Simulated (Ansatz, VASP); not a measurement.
# One calculation of Ga4Sb3P, two programs

```
CELL_PARAMETERS angstrom
4.21878 0.00000 0.00000
0.00000 8.44250 0.00000
0.00000 0.00000 5.94310
ATOMIC_POSITIONS crystal
P 0.00000 0.00000 0.00099
Ga 0.50000 0.00000 0.78612
Ga 0.00000 0.77074 0.23691
Ga 0.50000 0.50000 0.73789
Ga 0.00000 0.22926 0.23691
Sb 0.50000 0.76103 0.50030
Sb 0.00000 0.50000 0.00056
Sb 0.50000 0.23897 0.50030
```

Alike in both runs: task single point; functional PBE; k mesh 6 × 4 × 4; occupations fermi-dirac, width 0.02 eV; no spin polarisation.

|  | VASP | Ansatz |
| --- | --- | --- |
| version | VASP 6.6.1 | Ansatz 0.2.0 |
| potentials or method | VASP PAW PBE potentials, release 64 (P, Ga_d, Sb) | plane waves, PAW |
| plane-wave cutoff (eV) | 520 | 420 |
| valence electrons in the cell | 72 | 102 |

```tsv
	VASP	Ansatz	Ansatz less VASP
pressure (GPa)	2.2	2.1	-0.08
rms of the force components (eV/Å)	0.031	0.029	-0.0023
```

VASP's potentials hold 72 valence electrons a cell and Ansatz's 102, so a difference there can come from the potentials and not from the codes.

Neither program's run includes spin-orbit coupling.
